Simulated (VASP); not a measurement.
Write the native input for VASP 6.6.1 that does the following.

* Task: single point
* Functional: LDA
* Potentials or basis: VASP PAW LDA potentials, release 64 (Ti_sv, Os)
* Cutoff: 520 eV
* k mesh: 7 × 7 × 7
* Occupations: fermi-dirac, width 0.05 eV
* Spin: no spin polarisation
* Dipole correction: no
* Further INCAR settings: ALGO = Normal; EDIFF = 1e-06; NBANDS = 17

The structure of TiOs lies in POSCAR:

```
TiOs
1.0
    3.0572459245      0.0000000000      0.0000000000
    0.0000000000      3.0572459245      0.0000000000
    0.0000000000      0.0000000000      3.0572459245
Ti Os
1 1
Direct
    0.0000000000      0.0000000000      0.0000000000
    0.5000000000      0.5000000000      0.5000000000
```

The input as run:

INCAR

```
ALGO = Normal ; EDIFF = 1E-6
ENCUT = 520 ; ISIF = 2
ISMEAR = -1 ; LASPH = T
LCHARG = F ; LREAL = F
LWAVE = F ; NBANDS = 17
NELM = 60 ; PREC = Accurate
SIGMA = 0.05
```

KPOINTS

```
k-points
0
Gamma
  7 7 7
```

Potentials or basis: VASP PAW LDA potentials, release 64 (Ti_sv, Os).

The run is started by

```console
$ cat potpaw_LDA.64/Ti_sv/POTCAR potpaw_LDA.64/Os/POTCAR > POTCAR
$ mpirun -np 1 vasp_std > vasp.out
```

Results of the run:

| Item | Value |
| --- | --- |
| Pressure | -3.7 GPa |
| Band gap on the k mesh | zero (band 10 reaches 9.64 eV, above the bottom of band 11 at 9.33 eV) |

Caveat: spin-orbit coupling is left out, which moves the levels of the heavy elements.

Run time: 6.2 s on 1 thread of Intel Xeon 6975P-C (shared host), peak memory 0.13 GiB.
